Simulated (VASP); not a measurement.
# Lu (Pm-3m) in VASP: a series of runs

Lu is run at these levels: LDA; tasks: single point.

Program: VASP 6.6.1. These are calculated values, not measurements. Logs are shortened: lines on timing, memory, paths and dates and some standing lists are left out, and cuts for length are marked.

## 1. The cell of the first run

It takes space group Pm-3m (No. 221, cubic). Conventional cell: a = 2.932 Å, b = 2.932 Å, c = 2.932 Å, α = 90.00°, β = 90.00°, γ = 90.00°. Within 3.9 Å of Lu (site symmetry m-3m) lie 6 Lu at 2.93 Å.

## 2. Single point, LDA

The input, INCAR:

```
  ALGO = Normal
  EDIFF = 1E-6
  ENCUT = 520
  GGA = CA
  ISIF = 2
  ISMEAR = -1
  LASPH = T
  LCHARG = T
  LELF = T
  LREAL = F
  LVHAR = T
  LWAVE = F
  NBANDS = 18
  NELM = 60
  PREC = Accurate
  SIGMA = 0.1
```

The input, KPOINTS:

```
k-points
0
Gamma
  15 15 15
```

The input, POSCAR:

```
Lu
1.0
    2.9316392616      0.0000000000      0.0000000000
    0.0000000000      2.9316392616      0.0000000000
    0.0000000000      0.0000000000      2.9316392616
Lu
1
Direct
    0.0000000000      0.0000000000      0.0000000000
```

Potentials or basis: VASP PAW PBE potentials, release 64 (Lu).

Command:

```sh
cat potpaw_PBE.64/Lu/POTCAR > POTCAR
mpirun -np 1 vasp_std > vasp.out
```

OUTCAR:

```text
EDIFF = 1E-6
   ENCUT = 520
   GGA = CA
   ISIF = 2
   ISMEAR = -1
   LASPH = T
   LREAL = F
   NELM = 60
   PREC = Accurate

 ion  position               nearest neighbor table
   1  0.000  0.000  0.000-

  LATTYP: Found a simple cubic cell.
 ALAT       =     2.9316392616

  Lattice vectors:

 A1 = (   2.9316392616,   0.0000000000,   0.0000000000)
 A2 = (   0.0000000000,   2.9316392616,   0.0000000000)
 A3 = (   0.0000000000,   0.0000000000,   2.9316392616)

Analysis of symmetry for initial positions (statically):
=====================================================================
 Subroutine PRICEL returns:
 Original cell was already a primitive cell.

 Routine SETGRP: Setting up the symmetry group for a
 simple cubic supercell.

 Subroutine GETGRP returns: Found 48 space group operations
 (whereof 48 operations were pure point group operations)
 out of a pool of 48 trial point group operations.

The static configuration has the point symmetry O_h .

Analysis of symmetry for dynamics (positions and initial velocities):
=====================================================================
 Subroutine PRICEL returns:
 Original cell was already a primitive cell.

 Routine SETGRP: Setting up the symmetry group for a
 simple cubic supercell.

 Subroutine GETGRP returns: Found 48 space group operations
 (whereof 48 operations were pure point group operations)
 out of a pool of 48 trial point group operations.

The dynamic configuration has the point symmetry O_h .

 Subroutine INISYM returns: Found 48 space group operations
 (whereof 48 operations are pure point group operations),
 and found     1 'primitive' translations

----------------------------------------------------------------------------------------

                                     Primitive cell

  volume of cell :      25.1960

  direct lattice vectors                    reciprocal lattice vectors
     2.931639262  0.000000000  0.000000000     0.341106088  0.000000000  0.000000000
     0.000000000  2.931639262  0.000000000     0.000000000  0.341106088  0.000000000
     0.000000000  0.000000000  2.931639262     0.000000000  0.000000000  0.341106088

  length of vectors
     2.931639262  2.931639262  2.931639262     0.341106088  0.341106088  0.341106088

  position of ions in fractional coordinates (direct lattice)
     0.000000000  0.000000000  0.000000000

  ion indices of the primitive-cell ions
   primitive index   ion index
                 1           1

----------------------------------------------------------------------------------------

 KPOINTS: k-points

Automatic generation of k-mesh.
 Grid dimensions read from file:
 generate k-points for:   15   15   15

 Generating k-lattice:

  Cartesian coordinates                     Fractional coordinates (reciprocal lattice)
     0.022740406  0.000000000  0.000000000     0.066666667  0.000000000  0.000000000
     0.000000000  0.022740406  0.000000000     0.000000000  0.066666667  0.000000000
     0.000000000  0.000000000  0.022740406     0.000000000  0.000000000  0.066666667

  Length of vectors
     0.022740406  0.022740406  0.022740406

  Shift w.r.t. Gamma in fractional coordinates (k-lattice)
     0.000000000  0.000000000  0.000000000

 Subroutine IBZKPT returns following result:
 ===========================================

 Found    120 irreducible k-points:

 Following reciprocal coordinates:
            Coordinates               Weight
  0.000000  0.000000  0.000000      1.000000
  0.066667  0.000000  0.000000      6.000000
  0.133333  0.000000  0.000000      6.000000
  0.200000  0.000000  0.000000      6.000000
  0.266667  0.000000  0.000000      6.000000
  0.333333  0.000000  0.000000      6.000000
[... 16 lines left out ...]
  0.266667  0.200000  0.000000     24.000000
  0.333333  0.200000  0.000000     24.000000
 [... further k-points ...]
   k-points           NKPTS =    120   k-points in BZ     NKDIM =    120   number of bands    NBANDS=     18
   number of dos      NEDOS =    301   number of ions     NIONS =      1
   total plane-waves  NPLWV =  13824
   dimension x,y,z NGX =    24 NGY =   24 NGZ =   24
   dimension x,y,z NGXF=    48 NGYF=   48 NGZF=   48
   ions per type =               1
   NGX,Y,Z   is equivalent  to a cutoff of  13.61, 13.61, 13.61 a.u.
   NGXF,Y,Z  is equivalent  to a cutoff of  27.22, 27.22, 27.22 a.u.
 SYSTEM =  unknown system
   PREC   = accura    normal or accurate (medium, high low for compatibility)
   ISTART =      0    job   : 0-new  1-cont  2-samecut
   ICHARG =      2    charge: 1-file 2-atom 10-const
   ISPIN  =      1    spin polarized calculation?
   LNONCOLLINEAR =      F non collinear calculations
   LSORBIT =      F    spin-orbit coupling
   LASPH  =      T    aspherical Exc in radial PAW
   ENCUT  =  520.0 eV  38.22 Ry    6.18 a.u.   5.45  5.45  5.45*2*pi/ulx,y,z
   NELM   =     60;   NELMIN=  2; NELMDL= -5     # of ELM steps
   EDIFF  = 0.1E-05   stopping-criterion for ELM
   LREAL  =      F    real-space projection
   EDIFFG = 0.1E-04   stopping-criterion for IOM
   NSW    =      0    number of steps for IOM
   IBRION =     -1    ionic relax: 0-MD 1-quasi-New 2-CG
   NFREE  =      0    steps in history (QN), initial steepest desc. (CG)
   ISIF   =      2    stress and relaxation
   ISYM   =      2    0-nonsym 1-usesym 2-fastsym
   POTIM  = 0.5000    time-step for ionic-motion
   TEBEG  =    0.0;   TEEND  =   0.0 temperature during run
   PSTRESS=    0.0 pullay stress
   NELECT =      25.0000    total number of electrons
   NUPDOWN=      -1.0000    fix difference up-down
   EMIN   =  10.00;   EMAX   =-10.00  energy-range for DOS
   EFERMI =   0.00;   METHOD = LEGACY
   ISMEAR =    -1;   SIGMA  =   0.10  broadening in eV -4-tet -1-fermi 0-gaus
   EFERMI_NEDOS =   21; number of points for ismear=-14 and -15
   IALGO  =     38    algorithm
   IMIX   =      4    mixing-type and parameters
     AMIX     =   0.40;   BMIX     =  1.00
     AMIX_MAG =   1.60;   BMIX_MAG =  1.00
  volume/ion in A,a.u.               =      25.20       170.03
  Fermi-wavevector in a.u.,A,eV,Ry     =   1.632843  3.085625 36.275510  2.666175
  Thomas-Fermi vector in A             =   2.724746
   LORBIT       =      0    0 simple, 1 ext, 2 COOP (PROOUT), +10 PAW based schemes
   GGA     = CA    functional components
   LHFCALC =     F    Hartree Fock is set to
   AEXX    =    0.0000 exact exchange contribution
   IVDW    =     0    specifies the selected vdW correction
   LEPSILON=     F    determine dielectric tensor
   LRPA    =     F    only Hartree local field effects (RPA)
 non-spin polarized calculation
  energy-cutoff  :      520.00
  volume of cell :       25.20
 maximum number of plane-waves:       701
 NGX is ok and might be reduce to    24
   NGX = 11   NGY = 11   NGZ = 11

 number of electron      25.0000002 magnetization

 Free energy of the ion-electron system (eV)
  ---------------------------------------------------
  ext. energy  EPLUGINS =         0.00000000
  ---------------------------------------------------
  free energy    TOTEN  =        -4.31109589 eV

  energy without entropy =       -4.25418028  energy(sigma->0) =       -4.28263808

 E-fermi :   2.4365     XC(G=0): -11.6511

 val. band max:        2.4361534658   @ k =   0.2667   0.2667   0.0000
 cond. band min:       2.4532145108   @ k =   0.4667   0.4000   0.0667
 fundamental gap:      0.0170610451
 Fermi energy:         2.4364879636

 k-point     1 :       0.0000    0.0000    0.0000
  band No.  band energies     occupation
      1     -53.5008      2.00000
      2     -23.8286      2.00000
      3     -23.8286      2.00000
      4     -23.8286      2.00000
      5      -3.7060      2.00000
      6      -2.6463      2.00000
[... 10 lines left out ...]
     17      10.1417      0.00000
     18      15.4057      0.00000

 k-point     2 :       0.0667    0.0000    0.0000
  band No.  band energies     occupation
      1     -53.4972      2.00000
      2     -23.8858      2.00000
      3     -23.8238      2.00000
      4     -23.8238      2.00000
      5      -3.5834      2.00000
      6      -2.6498      2.00000
[... 10 lines left out ...]
     17      10.1598      0.00000
     18      14.7732      0.00000

 k-point     3 :       0.1333    0.0000    0.0000
  band No.  band energies     occupation
      1     -53.4870      2.00000
      2     -24.0448      2.00000
      3     -23.8102      2.00000
      4     -23.8102      2.00000
      5      -3.2347      2.00000
      6      -2.6594      2.00000
[... 10 lines left out ...]
     17      10.2116      0.00000
     18      13.5716      0.00000

 k-point     4 :       0.2000    0.0000    0.0000
  band No.  band energies     occupation
      1     -53.4720      2.00000
      2     -24.2717      2.00000
      3     -23.7902      2.00000
      4     -23.7902      2.00000
      5      -2.7108      2.00000
      6      -2.6730      2.00000
[... 10 lines left out ...]
     17      10.2891      0.00000
     18      12.4694      0.00000

 k-point     5 :       0.2667    0.0000    0.0000
  band No.  band energies     occupation
      1     -53.4546      2.00000
      2     -24.5227      2.00000
      3     -23.7670      2.00000
      4     -23.7670      2.00000
      5      -2.6945      2.00000
      6      -2.6881      2.00000
[... 10 lines left out ...]
     17      10.3799      0.00000
     18      11.7949      0.00000

 k-point     6 :       0.3333    0.0000    0.0000
  band No.  band energies     occupation
      1     -53.4380      2.00000
      2     -24.7539      2.00000
      3     -23.7448      2.00000
      4     -23.7448      2.00000
      5      -2.7232      2.00000
      6      -2.7018      2.00000
[... 307 lines left out ...]
 k-point    21 :       0.4667    0.1333    0.0000
  band No.  band energies     occupation
      1     -53.4044      2.00000
      2     -24.9945      2.00000
      3     -23.9210      2.00000
      4     -23.7003      2.00000
      5      -2.7473      2.00000
      6      -2.7069      2.00000
[... 10 lines left out ...]
     17       9.7748      0.00000
     18      13.2049      0.00000

 k-point    22 :       0.2000    0.2000    0.0000
  band No.  band energies     occupation
      1     -53.4434      2.00000
      2     -24.2447      2.00000
      3     -24.2044      2.00000
      4     -23.7525      2.00000
      5      -2.6687      2.00000
      6      -2.6586      2.00000
[... 10 lines left out ...]
     17       8.8925      0.00000
     18      14.1573      0.00000

 k-point    23 :       0.2667    0.2000    0.0000
  band No.  band energies     occupation
      1     -53.4263      2.00000
      2     -24.4725      2.00000
      3     -24.1945      2.00000
      4     -23.7298      2.00000
      5      -2.6877      2.00000
      6      -2.6641      2.00000
[... 10 lines left out ...]
     17       8.8154      0.00000
     18      13.2730      0.00000

 k-point    24 :       0.3333    0.2000    0.0000
  band No.  band energies     occupation
      1     -53.4098      2.00000
      2     -24.6989      2.00000
      3     -24.1681      2.00000
      4     -23.7079      2.00000
      5      -2.7122      2.00000
      6      -2.6758      2.00000
[... 10 lines left out ...]
     17       8.9056      0.00000
     18      12.7665      0.00000

 [... further k-points ...]
[... 5 lines left out ...]
  --------------------------------------------------------------------------------------
  -------------------------------------------------------------------------------------
  Total        0.8051353      0.8051353      0.8051353      0.0000000      0.0000000     -0.0000000
  in kB       51.1973931     51.1973931     51.1973931      0.0000000      0.0000000     -0.0000000
  external PRESSURE =      51.1973931 kB  Pullay stress =       0.0000000 kB

 VOLUME and BASIS-vectors are now :
 -----------------------------------------------------------------------------
  energy-cutoff  :      520.00
  volume of cell :       25.20
      direct lattice vectors                 reciprocal lattice vectors
     2.931639262  0.000000000  0.000000000     0.341106088  0.000000000  0.000000000
     0.000000000  2.931639262  0.000000000     0.000000000  0.341106088  0.000000000
     0.000000000  0.000000000  2.931639262     0.000000000  0.000000000  0.341106088

 POSITION                                       TOTAL-FORCE (eV/Angst)
 -----------------------------------------------------------------------------------
      0.00000      0.00000      0.00000         0.000000      0.000000      0.000000
 -----------------------------------------------------------------------------------
    total drift:                                0.000000      0.000000     -0.000000

  FREE ENERGIE OF THE ION-ELECTRON SYSTEM (eV)
  ---------------------------------------------------
  free  energy   TOTEN  =        -4.3110958857 eV

  energy  without entropy=       -4.2541802788  energy(sigma->0) =       -4.28263808
```

It took 22 s on 1 thread of AMD EPYC 9R45 (Zen 5), shared host; peak memory 0.15 GiB.

Results:

| Item | Value |
| --- | --- |
| Free energy | -4.3111 eV |
| Pressure | 5.1 GPa |

Levels at points of the mesh, in eV from the Fermi level:
| k point | band 8 | band 9 | band 10 | band 11 | band 12 | band 13 | band 14 | band 15 | band 16 | band 17 |
| --- | --- | --- | --- | --- | --- | --- | --- | --- | --- | --- |
| (0.00, 0.00, 0.00) | -5.08 | -5.03 | -5.03 | -5.03 | -4.97 | -0.85 | -0.85 | 7.71 | 7.71 | 7.71 |

Caveat: the PAW data sets were made with another functional, which shifts forces and pressure a little; spin-orbit coupling is left out, which moves the levels of the heavy elements.

## 3. Single point, LDA

This run uses another cell than the first one, of 28.46 Å³/atom, 1.129 times its volume.

The input, INCAR:

```
ALGO     = Normal         # electronic algorithm
EDIFF    = 1E-7           # SCF threshold, eV
ENCUT    = 520            # plane-wave cutoff, eV
GGA      = CA             # functional
ISIF     = 2              # what is computed and relaxed
ISMEAR   = -1             # smearing method
LASPH    = T              # aspherical terms in the spheres
LCHARG   = F              # write CHGCAR
LREAL    = F              # projectors in reciprocal space
LWAVE    = F              # write WAVECAR
NBANDS   = 18             # bands
NELM     = 80             # most SCF steps
PREC     = Accurate       # precision mode
SIGMA    = 0.1            # smearing width, eV
```

KPOINTS is that of step 2.

The input, POSCAR:

```
Lu
1.0
    3.0529582738      0.0000000000      0.0000000000
    0.0000000000      3.0529582738      0.0000000000
    0.0000000000      0.0000000000      3.0529582738
Lu
1
Direct
    0.0000000000      0.0000000000      0.0000000000
```

Potentials or basis: VASP PAW PBE potentials, release 64 (Lu).

Command:

```sh
cat potpaw_PBE.64/Lu/POTCAR > POTCAR
mpirun -np 1 vasp_std > vasp.out
```

It took 23 s on 1 thread of AMD EPYC 9R45 (Zen 5), shared host; peak memory 0.15 GiB.

Results (log left out):

```
Free energy : -4.3624 eV
Pressure    : 0.1 GPa
```

Levels at points of the mesh, in eV from the Fermi level:
```tsv
k point	band 8	band 9	band 10	band 11	band 12	band 13	band 14	band 15	band 16	band 17
(0.00, 0.00, 0.00)	-5.21	-5.16	-5.16	-5.16	-5.12	-0.63	-0.63	6.85	6.85	6.85
```

Caveat: the PAW data sets were made with another functional, which shifts forces and pressure a little; spin-orbit coupling is left out, which moves the levels of the heavy elements.
